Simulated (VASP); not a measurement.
A run of VASP 6.6.1 is set up as follows.

The input INCAR:

```
PREC = Accurate
ENCUT = 600
EDIFF = 1E-6
ISMEAR = 0
SIGMA = 0.025
LREAL = F
LASPH = T
NELM = 200
ALGO = Normal
ISIF = 2
LWAVE = F
LCHARG = F
MAGMOM = 0 0 0 0 0 0
LORBIT = 11
LSORBIT = T
GGA_COMPAT = F
LORBMOM = T
LMAXMIX = 4
GGA = LIBXC
LIBXC1 = GGA_X_RPBE
LIBXC2 = GGA_C_LYP
NBANDS = 26
```

File KPOINTS:

```
regular mesh
0
Gamma
  8 8 8
```

File POSCAR:

```
HfC
1.0
    0.0000000000      2.3093955030      2.3093955030
    2.3093955030      0.0000000000      2.3093955030
    2.3093955030      2.3093955030      0.0000000000
Hf C
1 1
Direct
    0.5000000000      0.5000000000      0.5000000000
    0.0000000000      0.0000000000      0.0000000000
```

Potentials or basis: VASP PAW PBE potentials, release 64 (Hf_pv, C).

Launch:

```sh
$ cat potpaw_PBE.64/Hf_pv/POTCAR potpaw_PBE.64/C/POTCAR > POTCAR
$ mpirun -np 1 vasp_ncl > vasp.out
```

(1) Estimate the pressure.

(2) Predict the net moment.

Results:

(1) 16.1 GPa.

(2) 0.00 μB per cell.

Caveat: the cell stands under pressure; the PAW data sets were made with another functional, which shifts forces and pressure a little.
